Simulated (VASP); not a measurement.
# Ti in VASP: a series of runs

The runs below take Ti through single point, with LDA.

All numbers are computed with VASP 6.6.1; they aren't measurements. Logs are shortened: lines on timing, memory, paths and dates and some standing lists are left out, and cuts for length are marked.

## Step 1: The cell of the first run

Symmetry: Fm-3m, No. 225, cubic system. The conventional cell has a = 4.087 Å, b = 4.087 Å, c = 4.087 Å, α = 90.00°, β = 90.00°, γ = 90.00°. Within 3.8 Å of Ti (site symmetry m-3m) lie 12 Ti at 2.89 Å.

This isn't the form of Ti at room conditions, which is hcp.

## Step 2: Single point, LDA (17.07 Å³/atom)

The input, INCAR:

```
  PREC = Accurate
  ENCUT = 500
  EDIFF = 1E-6
  ISMEAR = -1
  SIGMA = 0.05
  LREAL = False
  LASPH = True
  NELM = 120
  ALGO = Normal
  ISIF = 2
  LWAVE = False
  LCHARG = True
  GGA = CA
  LELF = True
  LVHAR = True
  NBANDS = 12
  GGA_COMPAT = False
```

The input, KPOINTS:

```
regular mesh
0
Gamma
  15 15 15
```

The input, POSCAR:

```
Ti
1.0
    0.0000000000      2.0434441004      2.0434441004
    2.0434441004      0.0000000000      2.0434441004
    2.0434441004      2.0434441004      0.0000000000
Ti
1
Direct
    0.0000000000      0.0000000000      0.0000000000
```

Potentials or basis: VASP PAW LDA potentials, release 64 (Ti_sv).

On the command line:

```
> cat potpaw_LDA.64/Ti_sv/POTCAR > POTCAR
> mpirun -np 1 vasp_std > vasp.out
```

OUTCAR:

```text
PREC = Accurate
   ENCUT = 500
   EDIFF = 1E-6
   ISMEAR = -1
   LREAL = False
   LASPH = True
   NELM = 120
   ISIF = 2
   GGA = CA

 ion  position               nearest neighbor table
   1  0.000  0.000  0.000-

  LATTYP: Found a face centered cubic cell.
 ALAT       =     4.0868882008

  Lattice vectors:

 A1 = (   0.0000000000,   2.0434441004,   2.0434441004)
 A2 = (   2.0434441004,   0.0000000000,   2.0434441004)
 A3 = (   2.0434441004,   2.0434441004,   0.0000000000)

Analysis of symmetry for initial positions (statically):
=====================================================================
 Subroutine PRICEL returns:
 Original cell was already a primitive cell.

 Routine SETGRP: Setting up the symmetry group for a
 face centered cubic supercell.

 Subroutine GETGRP returns: Found 48 space group operations
 (whereof 48 operations were pure point group operations)
 out of a pool of 48 trial point group operations.

The static configuration has the point symmetry O_h .

Analysis of symmetry for dynamics (positions and initial velocities):
=====================================================================
 Subroutine PRICEL returns:
 Original cell was already a primitive cell.

 Routine SETGRP: Setting up the symmetry group for a
 face centered cubic supercell.

 Subroutine GETGRP returns: Found 48 space group operations
 (whereof 48 operations were pure point group operations)
 out of a pool of 48 trial point group operations.

The dynamic configuration has the point symmetry O_h .

 Subroutine INISYM returns: Found 48 space group operations
 (whereof 48 operations are pure point group operations),
 and found     1 'primitive' translations

----------------------------------------------------------------------------------------

                                     Primitive cell

  volume of cell :      17.0655

  direct lattice vectors                    reciprocal lattice vectors
     0.000000000  2.043444100  2.043444100    -0.244684941  0.244684941  0.244684941
     2.043444100  0.000000000  2.043444100     0.244684941 -0.244684941  0.244684941
     2.043444100  2.043444100  0.000000000     0.244684941  0.244684941 -0.244684941

  length of vectors
     2.889866361  2.889866361  2.889866361     0.423806750  0.423806750  0.423806750

  position of ions in fractional coordinates (direct lattice)
     0.000000000  0.000000000  0.000000000

  ion indices of the primitive-cell ions
   primitive index   ion index
                 1           1

----------------------------------------------------------------------------------------

 KPOINTS: regular mesh

Automatic generation of k-mesh.
 Grid dimensions read from file:
 generate k-points for:   15   15   15

 Generating k-lattice:

  Cartesian coordinates                     Fractional coordinates (reciprocal lattice)
    -0.016312329  0.016312329  0.016312329     0.066666667  0.000000000  0.000000000
     0.016312329 -0.016312329  0.016312329     0.000000000  0.066666667  0.000000000
     0.016312329  0.016312329 -0.016312329     0.000000000  0.000000000  0.066666667

  Length of vectors
     0.028253783  0.028253783  0.028253783

  Shift w.r.t. Gamma in fractional coordinates (k-lattice)
     0.000000000  0.000000000  0.000000000

 Subroutine IBZKPT returns following result:
 ===========================================

 Found    120 irreducible k-points:

 Following reciprocal coordinates:
            Coordinates               Weight
  0.000000  0.000000  0.000000      1.000000
  0.066667  0.000000  0.000000      8.000000
  0.133333  0.000000  0.000000      8.000000
  0.200000  0.000000  0.000000      8.000000
  0.266667  0.000000  0.000000      8.000000
  0.333333  0.000000  0.000000      8.000000
[... 16 lines left out ...]
  0.133333  0.133333  0.000000      6.000000
  0.200000  0.133333  0.000000     24.000000
 [... further k-points ...]
   k-points           NKPTS =    120   k-points in BZ     NKDIM =    120   number of bands    NBANDS=     12
   number of dos      NEDOS =    301   number of ions     NIONS =      1
   total plane-waves  NPLWV =  13824
   dimension x,y,z NGX =    24 NGY =   24 NGZ =   24
   dimension x,y,z NGXF=    48 NGYF=   48 NGZF=   48
   ions per type =               1
   NGX,Y,Z   is equivalent  to a cutoff of  13.81, 13.81, 13.81 a.u.
   NGXF,Y,Z  is equivalent  to a cutoff of  27.61, 27.61, 27.61 a.u.
 SYSTEM =  unknown system
   PREC   = accura    normal or accurate (medium, high low for compatibility)
   ISTART =      0    job   : 0-new  1-cont  2-samecut
   ICHARG =      2    charge: 1-file 2-atom 10-const
   ISPIN  =      1    spin polarized calculation?
   LNONCOLLINEAR =      F non collinear calculations
   LSORBIT =      F    spin-orbit coupling
   LASPH  =      T    aspherical Exc in radial PAW
   ENCUT  =  500.0 eV  36.75 Ry    6.06 a.u.   5.27  5.27  5.27*2*pi/ulx,y,z
   NELM   =    120;   NELMIN=  2; NELMDL= -5     # of ELM steps
   EDIFF  = 0.1E-05   stopping-criterion for ELM
   LREAL  =      F    real-space projection
   EDIFFG = 0.1E-04   stopping-criterion for IOM
   NSW    =      0    number of steps for IOM
   IBRION =     -1    ionic relax: 0-MD 1-quasi-New 2-CG
   NFREE  =      0    steps in history (QN), initial steepest desc. (CG)
   ISIF   =      2    stress and relaxation
   ISYM   =      2    0-nonsym 1-usesym 2-fastsym
   POTIM  = 0.5000    time-step for ionic-motion
   TEBEG  =    0.0;   TEEND  =   0.0 temperature during run
   PSTRESS=    0.0 pullay stress
   NELECT =      12.0000    total number of electrons
   NUPDOWN=      -1.0000    fix difference up-down
   EMIN   =  10.00;   EMAX   =-10.00  energy-range for DOS
   EFERMI =   0.00;   METHOD = LEGACY
   ISMEAR =    -1;   SIGMA  =   0.05  broadening in eV -4-tet -1-fermi 0-gaus
   EFERMI_NEDOS =   21; number of points for ismear=-14 and -15
   IALGO  =     38    algorithm
   IMIX   =      4    mixing-type and parameters
     AMIX     =   0.40;   BMIX     =  1.00
     AMIX_MAG =   1.60;   BMIX_MAG =  1.00
  volume/ion in A,a.u.               =      17.07       115.16
  Fermi-wavevector in a.u.,A,eV,Ry     =   1.455780  2.751026 28.834774  2.119296
  Thomas-Fermi vector in A             =   2.572775
   LORBIT       =      0    0 simple, 1 ext, 2 COOP (PROOUT), +10 PAW based schemes
   GGA     = CA    functional components
   LHFCALC =     F    Hartree Fock is set to
   AEXX    =    0.0000 exact exchange contribution
   IVDW    =     0    specifies the selected vdW correction
   LEPSILON=     F    determine dielectric tensor
   LRPA    =     F    only Hartree local field effects (RPA)
 non-spin polarized calculation
  energy-cutoff  :      500.00
  volume of cell :       17.07
 maximum number of plane-waves:       445
 NGX is ok and might be reduce to    24
   NGX = 11   NGY = 11   NGZ = 11

 number of electron      12.0000003 magnetization

 Free energy of the ion-electron system (eV)
  ---------------------------------------------------
  ext. energy  EPLUGINS =         0.00000000
  ---------------------------------------------------
  free energy    TOTEN  =        -8.48170175 eV

  energy without entropy =       -8.46716527  energy(sigma->0) =       -8.47443351

 E-fermi :   8.1746     XC(G=0): -11.8693

 val. band max:        8.1678830595   @ k =  -0.4667   0.1333   0.0667
 cond. band min:       8.1751187763   @ k =  -0.3333   0.0667   0.0000
 fundamental gap:      0.0072357168
 Fermi energy:         8.1745685010

 k-point     1 :       0.0000    0.0000    0.0000
  band No.  band energies     occupation
      1     -47.8230      2.00000
      2     -24.0307      2.00000
      3     -24.0307      2.00000
      4     -24.0307      2.00000
      5       2.1131      2.00000
      6       9.0233      0.00000
      7       9.0233      0.00000
      8       9.0233      0.00000
      9      10.6671      0.00000
     10      10.6671      0.00000
     11      23.6162      0.00000
     12      28.0913      0.00000

 k-point     2 :       0.0667    0.0000    0.0000
  band No.  band energies     occupation
      1     -47.8171      2.00000
      2     -24.0635      2.00000
      3     -24.0348      2.00000
      4     -24.0348      2.00000
      5       2.2594      2.00000
      6       8.9338      0.00000
      7       9.0766      0.00000
      8       9.0766      0.00000
      9      10.6329      0.00000
     10      10.6329      0.00000
     11      23.7387      0.00000
     12      26.9987      0.00000

 k-point     3 :       0.1333    0.0000    0.0000
  band No.  band energies     occupation
      1     -47.8003      2.00000
      2     -24.1557      2.00000
      3     -24.0463      2.00000
      4     -24.0463      2.00000
      5       2.6838      2.00000
      6       8.7005      0.00005
      7       9.2040      0.00000
      8       9.2040      0.00000
      9      10.5700      0.00000
     10      10.5700      0.00000
     11      23.8476      0.00000
     12      25.2784      0.00000

 k-point     4 :       0.2000    0.0000    0.0000
  band No.  band energies     occupation
      1     -47.7755      2.00000
      2     -24.2898      2.00000
      3     -24.0632      2.00000
      4     -24.0632      2.00000
      5       3.3366      2.00000
      6       8.4141      0.01649
      7       9.2987      0.00000
      8       9.2987      0.00000
      9      10.5992      0.00000
     10      10.5992      0.00000
     11      22.6963      0.00000
     12      24.6242      0.00000

 k-point     5 :       0.2667    0.0000    0.0000
  band No.  band energies     occupation
      1     -47.7469      2.00000
      2     -24.4414      2.00000
      3     -24.0826      2.00000
      4     -24.0826      2.00000
      5       4.1188      2.00000
      6       8.1980      0.76970
      7       9.2545      0.00000
      8       9.2545      0.00000
      9      10.8304      0.00000
     10      10.8304      0.00000
     11      20.8752      0.00000
     12      24.2773      0.00000
[... 228 lines left out ...]
      1     -47.7881      2.00000
      2     -24.2093      2.00000
      3     -24.0765      2.00000
      4     -24.0456      2.00000
      5       3.0008      2.00000
      6       8.5277      0.00171
      7       9.2711      0.00000
      8       9.3123      0.00000
      9      10.3442      0.00000
     10      10.7482      0.00000
     11      23.7483      0.00000
     12      24.6926      0.00000

 k-point    22 :      -0.0667    0.0667    0.0000
  band No.  band energies     occupation
      1     -47.8076      2.00000
      2     -24.1092      2.00000
      3     -24.0535      2.00000
      4     -24.0361      2.00000
      5       2.4986      2.00000
      6       8.7847      0.00001
      7       9.1566      0.00000
      8       9.1710      0.00000
      9      10.4895      0.00000
     10      10.6826      0.00000
     11      23.8944      0.00000
     12      26.0340      0.00000

 k-point    23 :       0.1333    0.1333    0.0000
  band No.  band energies     occupation
      1     -47.7929      2.00000
      2     -24.1524      2.00000
      3     -24.0736      2.00000
      4     -24.0736      2.00000
      5       2.8691      2.00000
      6       8.4861      0.00393
      7       9.3717      0.00000
      8       9.3717      0.00000
      9      10.1410      0.00000
     10      10.8363      0.00000
     11      24.2442      0.00000
     12      25.9249      0.00000

 k-point    24 :       0.2000    0.1333    0.0000
  band No.  band energies     occupation
      1     -47.7743      2.00000
      2     -24.2394      2.00000
      3     -24.0953      2.00000
      4     -24.0894      2.00000
      5       3.3492      2.00000
      6       8.2264      0.52350
      7       9.4706      0.00000
      8       9.5423      0.00000
      9      10.0154      0.00000
     10      10.9255      0.00000
     11      24.0935      0.00000
     12      24.8463      0.00000

 [... further k-points ...]

------------------------ aborting loop because EDIFF is reached ----------------------------------------

  FORCE on cell =-STRESS in cart. coord.  units (eV):
  Direction    XX          YY          ZZ          XY          YZ          ZX
  --------------------------------------------------------------------------------------
  -------------------------------------------------------------------------------------
  Total       -0.7453218     -0.7453218     -0.7453218      0.0000000      0.0000000     -0.0000000
  in kB      -69.9739036    -69.9739036    -69.9739036      0.0000000      0.0000000     -0.0000000
  external PRESSURE =     -69.9739036 kB  Pullay stress =       0.0000000 kB

 VOLUME and BASIS-vectors are now :
 -----------------------------------------------------------------------------
  energy-cutoff  :      500.00
  volume of cell :       17.07
      direct lattice vectors                 reciprocal lattice vectors
     0.000000000  2.043444100  2.043444100    -0.244684941  0.244684941  0.244684941
     2.043444100  0.000000000  2.043444100     0.244684941 -0.244684941  0.244684941
     2.043444100  2.043444100  0.000000000     0.244684941  0.244684941 -0.244684941

 POSITION                                       TOTAL-FORCE (eV/Angst)
 -----------------------------------------------------------------------------------
      0.00000      0.00000      0.00000        -0.000000     -0.000000     -0.000000
 -----------------------------------------------------------------------------------
    total drift:                               -0.000000      0.000000     -0.000000

  FREE ENERGIE OF THE ION-ELECTRON SYSTEM (eV)
  ---------------------------------------------------
  free  energy   TOTEN  =        -8.4817017507 eV

  energy  without entropy=       -8.4671652700  energy(sigma->0) =       -8.47443351
```

It took 21 s on 1 thread of Intel Xeon 8259CL, shared host; peak memory 0.14 GiB.

What came out:

```yaml
Free_energy: -8.4817 eV
Pressure: -7.0 GPa
Band_gap_on_the_k_mesh: zero (bands 6 and 7 overlap by 1.13 eV)
```

Caveat: the cell stands under tension.

## Step 3: Single point, LDA (equal xx and yy strain of -3 %)

The input, INCAR:

```
  PREC = Accurate
  ENCUT = 520
  EDIFF = 1E-6
  ISMEAR = -1
  SIGMA = 0.05
  LREAL = False
  LASPH = True
  NELM = 100
  ALGO = Normal
  ISIF = 2
  LWAVE = False
  LCHARG = False
  GGA = CA
  NBANDS = 12
```

KPOINTS is that of step 2.

The input, POSCAR:

```
Ti
1.0
    0.0000000000      1.9691000000      2.0300000000
    1.9691000000      0.0000000000      2.0300000000
    1.9691000000      1.9691000000      0.0000000000
Ti
1
Direct
    0.0000000000      0.0000000000      0.0000000000
```

Potentials or basis: VASP PAW LDA potentials, release 64 (Ti_sv).

On the command line:

```
> cat potpaw_LDA.64/Ti_sv/POTCAR > POTCAR
> mpirun -np 1 vasp_std > vasp.out
```

Run time: 52 s. Hardware: 1 thread of Intel Xeon 8259CL, shared host; peak memory 0.17 GiB.

Results (log left out):

```yaml
Free_energy: -8.5026 eV
Pressure: 2.1 GPa
Band_gap_on_the_k_mesh: zero (bands 6 and 7 overlap by 1.21 eV)
```

Stress tensor (GPa, compression positive):
```
2.39 0.00 0.00
0.00 2.39 0.00
0.00 0.00 1.54
```

Levels at points of the mesh, in eV from the Fermi level:
```tsv
k point	band 4	band 5	band 6	band 7	band 8	band 9
(0.00, 0.00, 0.00)	-31.96	-6.23	0.72	0.99	0.99	2.57
```

Caveat: the cell differs from its parent crystal (equal xx and yy strain of -3 %).
